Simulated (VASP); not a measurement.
## Se: single point with PBE

The system is Se.

```xyz
1
Lattice="-1.6963 1.6963 1.6963 1.6963 -1.6963 1.6963 1.6963 1.6963 -1.6963" Properties=species:S:1:pos:R:3 pbc="T T T"
Se    0.0000    0.0000    0.0000
```

This isn't the form of Se at room conditions, which is trigonal, of chains.

```json
{"Program": "VASP 6.6.1", "Task": "single point", "Functional": "PBE", "Potentials or basis": "VASP PAW PBE potentials, release 64 (Se)", "Cutoff": "520 eV", "k mesh": "18 × 18 × 18", "Occupations": "gaussian, width 0.05 eV", "Spin": "no spin polarisation", "Dipole correction": "no", "Further INCAR settings": "ALGO = Normal; EDIFF = 1e-06; NBANDS = 9"}
```

The pressure is 3.2 GPa and the band gap on the k mesh is zero (bands 3 and 4 overlap by 6.55 eV).

Levels at points of the mesh, in eV from the Fermi level:
| k point | band 1 | band 2 | band 3 | band 4 | band 5 | band 6 |
| --- | --- | --- | --- | --- | --- | --- |
| (0.00, 0.00, 0.00) | -16.54 | 3.12 | 3.12 | 3.12 | 11.63 | 12.43 |
| (0.50, 0.00, 0.00) | -12.88 | -7.02 | -0.01 | 2.19 | 6.89 | 8.24 |
| (0.50, 0.50, 0.50) | -10.32 | -3.43 | -3.43 | -3.43 | 3.86 | 3.86 |

Run time: 10 s on 1 thread of Intel(R) Xeon(R) Platinum 8488C (Sapphire Rapids) (shared host), peak memory 0.16 GiB.

Caveat: the cell stands under pressure.
